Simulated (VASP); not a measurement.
GaSb, 2 atoms in the cell. Symmetry: F-43m, No. 216, cubic system. Conventional cell: a = 6.113 Å, b = 6.113 Å, c = 6.113 Å, α = 90.00°, β = 90.00°, γ = 90.00°. Within 3.5 Å of Ga (site symmetry -43m) lie 4 Sb at 2.65 Å. Sb (site symmetry -43m) has 4 Ga at 2.65 Å within 3.5 Å. 

* Program: VASP 6.6.1
* Task: single point
* Functional: PBEsol
* Potentials or basis: VASP PAW PBE potentials, release 64 (Ga_d, Sb)
* Cutoff: 520 eV
* k mesh: 12 × 12 × 12
* Occupations: fermi-dirac, width 0.15 eV
* Spin: no spin polarisation
* Dipole correction: no
* Further INCAR settings: ALGO = Normal; EDIFF = 1e-07; NBANDS = 16

Potentials or basis: VASP PAW PBE potentials, release 64 (Ga_d, Sb).

The run is started by

```sh
$ cat potpaw_PBE.64/Ga_d/POTCAR potpaw_PBE.64/Sb/POTCAR > POTCAR
$ mpirun -np 1 vasp_std > vasp.out
```

Hardware: 1 thread of Intel(R) Xeon(R) Platinum 8488C (Sapphire Rapids), with other jobs on the host.

Q: Estimate the wall time of this run.

A: It took 24 s on 1 thread of Intel(R) Xeon(R) Platinum 8488C (Sapphire Rapids), with other jobs on the host, peak memory 0.22 GiB. Counts: scf iterations 12, k points 72.
